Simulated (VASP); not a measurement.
# AgCl (I4/mmm) in VASP: further runs

Runs on AgCl. Level: PBE. Tasks: single point.

Program: VASP 6.6.1. These are calculated values, not measurements. Logs are shortened: lines on timing, memory, paths and dates and some standing lists are left out, and cuts for length are marked.

## (1) The cell of the first run

The structure is tetragonal, space group I4/mmm (No. 139). The conventional cell has a = 3.922 Å, b = 3.922 Å, c = 5.602 Å, α = 90.00°, β = 90.00°, γ = 90.00°. Within 3.7 Å of Ag (site symmetry 4/mmm) lie 6 Cl at 2.77 to 2.80 Å. Within 3.7 Å of Cl (site symmetry 4/mmm) lie 6 Ag at 2.77 to 2.80 Å.

## (2) Single point, PBE (zz strain of +1 %)

The input, INCAR:

```
PREC = Accurate
ENCUT = 520
EDIFF = 1E-6
ISMEAR = -1
SIGMA = 0.02
LREAL = F
LASPH = T
NELM = 60
ALGO = Normal
ISIF = 2
LWAVE = F
LCHARG = T
GGA = PE
LELF = T
LVHAR = T
NBANDS = 16
```

The input, KPOINTS:

```
regular mesh
0
Gamma
  8 8 8
```

The input, POSCAR:

```
AgCl
1.0
    0.0000000000      2.7731500000      2.8008815000
    2.7731500000      0.0000000000      2.8008815000
    2.7731500000      2.7731500000      0.0000000000
Ag Cl
1 1
Direct
    0.5000000000      0.5000000000      0.5000000000
    0.0000000000      0.0000000000      0.0000000000
```

Potentials or basis: VASP PAW PBE potentials, release 64 (Ag, Cl).

The run is started by

```bash
> cat potpaw_PBE.64/Ag/POTCAR potpaw_PBE.64/Cl/POTCAR > POTCAR
> mpirun -np 1 vasp_std > vasp.out
```

OUTCAR:

```text
PREC = Accurate
   ENCUT = 520
   EDIFF = 1E-6
   ISMEAR = -1
   LREAL = F
   LASPH = T
   NELM = 60
   ISIF = 2
   GGA = PE

 ion  position               nearest neighbor table
   1  0.500  0.500  0.500-   2 2.77   2 2.77   2 2.77   2 2.77   2 2.80   2 2.80
   2  0.000  0.000  0.000-   1 2.77   1 2.77   1 2.77   1 2.77   1 2.80   1 2.80

  LATTYP: Found a body centered tetragonal cell.
 ALAT       =     3.9218263405
 C/A-ratio  =     1.4283556980

  Lattice vectors:

 A1 = (  -2.7731500000,   0.0000000000,   2.8008815000)
 A2 = (   2.7731500000,   0.0000000000,   2.8008815000)
 A3 = (   0.0000000000,   2.7731500000,  -2.8008815000)

Analysis of symmetry for initial positions (statically):
=====================================================================
 Subroutine PRICEL returns:
 Original cell was already a primitive cell.

 Routine SETGRP: Setting up the symmetry group for a
 body centered tetragonal supercell.

 Subroutine GETGRP returns: Found 16 space group operations
 (whereof 16 operations were pure point group operations)
 out of a pool of 16 trial point group operations.

The static configuration has the point symmetry D_4h.

Analysis of symmetry for dynamics (positions and initial velocities):
=====================================================================
 Subroutine PRICEL returns:
 Original cell was already a primitive cell.

 Routine SETGRP: Setting up the symmetry group for a
 body centered tetragonal supercell.

 Subroutine GETGRP returns: Found 16 space group operations
 (whereof 16 operations were pure point group operations)
 out of a pool of 16 trial point group operations.

The dynamic configuration has the point symmetry D_4h.

 Subroutine INISYM returns: Found 16 space group operations
 (whereof 16 operations are pure point group operations),
 and found     1 'primitive' translations

----------------------------------------------------------------------------------------

                                     Primitive cell

  volume of cell :      43.0796

  direct lattice vectors                    reciprocal lattice vectors
     0.000000000  2.773150000  2.800881500    -0.180300380  0.180300380  0.178515228
     2.773150000  0.000000000  2.800881500     0.180300380 -0.180300380  0.178515228
     2.773150000  2.773150000  0.000000000     0.180300380  0.180300380 -0.178515228

  length of vectors
     3.941484251  3.941484251  3.921826340     0.311262174  0.311262174  0.311262174

  position of ions in fractional coordinates (direct lattice)
     0.500000000  0.500000000  0.500000000
     0.000000000  0.000000000  0.000000000

  ion indices of the primitive-cell ions
   primitive index   ion index
                 1           1
                 2           2

----------------------------------------------------------------------------------------

 KPOINTS: regular mesh

Automatic generation of k-mesh.
 Grid dimensions read from file:
 generate k-points for:    8    8    8

 Generating k-lattice:

  Cartesian coordinates                     Fractional coordinates (reciprocal lattice)
    -0.022537548  0.022537548  0.022314404     0.125000000  0.000000000  0.000000000
     0.022537548 -0.022537548  0.022314404     0.000000000  0.125000000  0.000000000
     0.022537548  0.022537548 -0.022314404    -0.000000000 -0.000000000  0.125000000

  Length of vectors
     0.038907772  0.038907772  0.038907772

  Shift w.r.t. Gamma in fractional coordinates (k-lattice)
     0.000000000  0.000000000  0.000000000

 Subroutine IBZKPT returns following result:
 ===========================================

 Found     59 irreducible k-points:

 Following reciprocal coordinates:
            Coordinates               Weight
  0.000000  0.000000  0.000000      1.000000
  0.125000  0.000000  0.000000      8.000000
  0.250000  0.000000  0.000000      8.000000
  0.375000  0.000000  0.000000      8.000000
  0.500000  0.000000  0.000000      4.000000
  0.125000  0.125000  0.000000      2.000000
[... 16 lines left out ...]
  0.250000  0.000000  0.125000     16.000000
  0.375000  0.000000  0.125000     16.000000
 [... further k-points ...]
   k-points           NKPTS =     59   k-points in BZ     NKDIM =     59   number of bands    NBANDS=     16
   number of dos      NEDOS =    301   number of ions     NIONS =      2
   total plane-waves  NPLWV =  27000
   dimension x,y,z NGX =    30 NGY =   30 NGZ =   30
   dimension x,y,z NGXF=    60 NGYF=   60 NGZF=   60
   ions per type =               1   1
   NGX,Y,Z   is equivalent  to a cutoff of  12.65, 12.65, 12.72 a.u.
   NGXF,Y,Z  is equivalent  to a cutoff of  25.31, 25.31, 25.43 a.u.
 SYSTEM =  unknown system
   PREC   = accura    normal or accurate (medium, high low for compatibility)
   ISTART =      0    job   : 0-new  1-cont  2-samecut
   ICHARG =      2    charge: 1-file 2-atom 10-const
   ISPIN  =      1    spin polarized calculation?
   LNONCOLLINEAR =      F non collinear calculations
   LSORBIT =      F    spin-orbit coupling
   LASPH  =      T    aspherical Exc in radial PAW
   ENCUT  =  520.0 eV  38.22 Ry    6.18 a.u.   7.33  7.33  7.29*2*pi/ulx,y,z
   NELM   =     60;   NELMIN=  2; NELMDL= -5     # of ELM steps
   EDIFF  = 0.1E-05   stopping-criterion for ELM
   LREAL  =      F    real-space projection
   EDIFFG = 0.1E-04   stopping-criterion for IOM
   NSW    =      0    number of steps for IOM
   IBRION =     -1    ionic relax: 0-MD 1-quasi-New 2-CG
   NFREE  =      0    steps in history (QN), initial steepest desc. (CG)
   ISIF   =      2    stress and relaxation
   ISYM   =      2    0-nonsym 1-usesym 2-fastsym
   POTIM  = 0.5000    time-step for ionic-motion
   TEBEG  =    0.0;   TEEND  =   0.0 temperature during run
   PSTRESS=    0.0 pullay stress
   NELECT =      18.0000    total number of electrons
   NUPDOWN=      -1.0000    fix difference up-down
   EMIN   =  10.00;   EMAX   =-10.00  energy-range for DOS
   EFERMI =   0.00;   METHOD = LEGACY
   ISMEAR =    -1;   SIGMA  =   0.02  broadening in eV -4-tet -1-fermi 0-gaus
   EFERMI_NEDOS =   21; number of points for ismear=-14 and -15
   IALGO  =     38    algorithm
   IMIX   =      4    mixing-type and parameters
     AMIX     =   0.40;   BMIX     =  1.00
     AMIX_MAG =   1.60;   BMIX_MAG =  1.00
  volume/ion in A,a.u.               =      21.54       145.36
  Fermi-wavevector in a.u.,A,eV,Ry     =   1.223888  2.312814 20.380208  1.497903
  Thomas-Fermi vector in A             =   2.358983
   LORBIT       =      0    0 simple, 1 ext, 2 COOP (PROOUT), +10 PAW based schemes
   GGA     = PE    functional components
   LHFCALC =     F    Hartree Fock is set to
   AEXX    =    0.0000 exact exchange contribution
   IVDW    =     0    specifies the selected vdW correction
   LEPSILON=     F    determine dielectric tensor
   LRPA    =     F    only Hartree local field effects (RPA)
 non-spin polarized calculation
  energy-cutoff  :      520.00
  volume of cell :       43.08
 maximum number of plane-waves:      1179
 NGX is ok and might be reduce to    30
   NGX = 15   NGY = 15   NGZ = 15

 number of electron      18.0000003 magnetization

 Free energy of the ion-electron system (eV)
  ---------------------------------------------------
  ext. energy  EPLUGINS =         0.00000000
  ---------------------------------------------------
  free energy    TOTEN  =        -5.39770551 eV

  energy without entropy =       -5.39770551  energy(sigma->0) =       -5.39770551

 E-fermi :   4.1734     XC(G=0):  -9.9130

 val. band max:        3.7227668587   @ k =   0.5000   0.0000   0.0000
 cond. band min:       4.6039800375   @ k =   0.0000   0.0000   0.0000
 fundamental gap:      0.8812131789
 Fermi energy:         4.1734153332

 k-point     1 :       0.0000    0.0000    0.0000
  band No.  band energies     occupation
      1     -11.3906      2.00000
      2       1.2762      2.00000
      3       1.2995      2.00000
      4       1.2995      2.00000
      5       1.3310      2.00000
      6       1.3332      2.00000
[... 8 lines left out ...]
     15      16.7965      0.00000
     16      17.0276      0.00000

 k-point     2 :       0.1250    0.0000    0.0000
  band No.  band energies     occupation
      1     -11.3323      2.00000
      2       0.5904      2.00000
      3       0.6402      2.00000
      4       0.6640      2.00000
      5       1.3395      2.00000
      6       1.3504      2.00000
[... 8 lines left out ...]
     15      15.7515      0.00000
     16      16.4172      0.00000

 k-point     3 :       0.2500    0.0000    0.0000
  band No.  band energies     occupation
      1     -11.1858      2.00000
      2      -0.4212      2.00000
      3       0.0712      2.00000
      4       0.0994      2.00000
      5       1.4651      2.00000
      6       1.4699      2.00000
[... 8 lines left out ...]
     15      15.9667      0.00000
     16      16.2760      0.00000

 k-point     4 :       0.3750    0.0000    0.0000
  band No.  band energies     occupation
      1     -11.0303      2.00000
      2      -1.1854      2.00000
      3      -0.2909      2.00000
      4      -0.2596      2.00000
      5       1.5939      2.00000
      6       1.5959      2.00000
[... 8 lines left out ...]
     15      16.8149      0.00000
     16      16.8619      0.00000
[... 324 lines left out ...]
 k-point    22 :       0.1250    0.0000    0.1250
  band No.  band energies     occupation
      1     -11.3139      2.00000
      2       0.0966      2.00000
      3       0.9123      2.00000
      4       0.9433      2.00000
      5       1.2520      2.00000
      6       1.3599      2.00000
[... 8 lines left out ...]
     15      17.5872      0.00000
     16      17.7566      0.00000

 k-point    23 :       0.2500    0.0000    0.1250
  band No.  band energies     occupation
      1     -11.2016      2.00000
      2      -0.4680      2.00000
      3       0.3819      2.00000
      4       0.4615      2.00000
      5       1.3140      2.00000
      6       1.4860      2.00000
[... 8 lines left out ...]
     15      17.1191      0.00000
     16      17.6887      0.00000

 k-point    24 :       0.3750    0.0000    0.1250
  band No.  band energies     occupation
      1     -11.0546      2.00000
      2      -0.9765      2.00000
      3      -0.1860      2.00000
      4      -0.0189      2.00000
      5       1.4536      2.00000
      6       1.6196      2.00000
[... 8 lines left out ...]
     15      17.4977      0.00000
     16      17.6439      0.00000

 [... further k-points ...]

------------------------ aborting loop because EDIFF is reached ----------------------------------------

  FORCE on cell =-STRESS in cart. coord.  units (eV):
  Direction    XX          YY          ZZ          XY          YZ          ZX
  --------------------------------------------------------------------------------------
  -------------------------------------------------------------------------------------
  Total        0.2866090      0.2866090      0.2286308      0.0000000     -0.0000000      0.0000000
  in kB       10.6593082     10.6593082      8.5030347      0.0000000     -0.0000000      0.0000000
  external PRESSURE =       9.9405503 kB  Pullay stress =       0.0000000 kB

 VOLUME and BASIS-vectors are now :
 -----------------------------------------------------------------------------
  energy-cutoff  :      520.00
  volume of cell :       43.08
      direct lattice vectors                 reciprocal lattice vectors
     0.000000000  2.773150000  2.800881500    -0.180300380  0.180300380  0.178515228
     2.773150000  0.000000000  2.800881500     0.180300380 -0.180300380  0.178515228
     2.773150000  2.773150000  0.000000000     0.180300380  0.180300380 -0.178515228

 POSITION                                       TOTAL-FORCE (eV/Angst)
 -----------------------------------------------------------------------------------
      2.77315      2.77315      2.80088         0.000000      0.000000      0.000000
      0.00000      0.00000      0.00000         0.000000      0.000000     -0.000000
 -----------------------------------------------------------------------------------
    total drift:                                0.000000      0.000000      0.000000

  FREE ENERGIE OF THE ION-ELECTRON SYSTEM (eV)
  ---------------------------------------------------
  free  energy   TOTEN  =        -5.3977055086 eV

  energy  without entropy=       -5.3977055086  energy(sigma->0) =       -5.39770551
```

It took 57 s on 1 thread of Intel Xeon 8259CL, shared host; peak memory 0.19 GiB.

What came out:

| Property | Result |
| --- | --- |
| Free energy | -5.3977 eV |
| Pressure | 1.0 GPa |
| Band gap on the k mesh | 0.88 eV (least direct gap 3.15 eV) |

Stress tensor (GPa, compression positive):
```
1.07 0.00 0.00
0.00 1.07 0.00
0.00 0.00 0.85
```

Levels at points of the mesh, in eV from the valence-band top:
```csv
k point,band 6,band 7,band 8,band 9,band 10,band 11,band 12,band 13
"(0.00, 0.00, 0.00)",-2.39,-2.32,-2.32,-2.29,0.88,10.81,10.84,10.84
"(0.50, 0.00, 0.00)",-2.07,-1.77,-0.06,0.00,4.24,6.45,7.61,7.71
"(0.50, 0.50, 0.00)",-2.22,-1.96,-1.96,-1.88,2.37,8.05,8.50,11.48
"(0.50, 0.00, 0.50)",-2.20,-1.96,-1.95,-1.88,2.37,7.99,8.60,11.33
```

Caveat: the cell differs from its parent crystal (zz strain of +1 %).

(Part 1 of 2 ends here.)
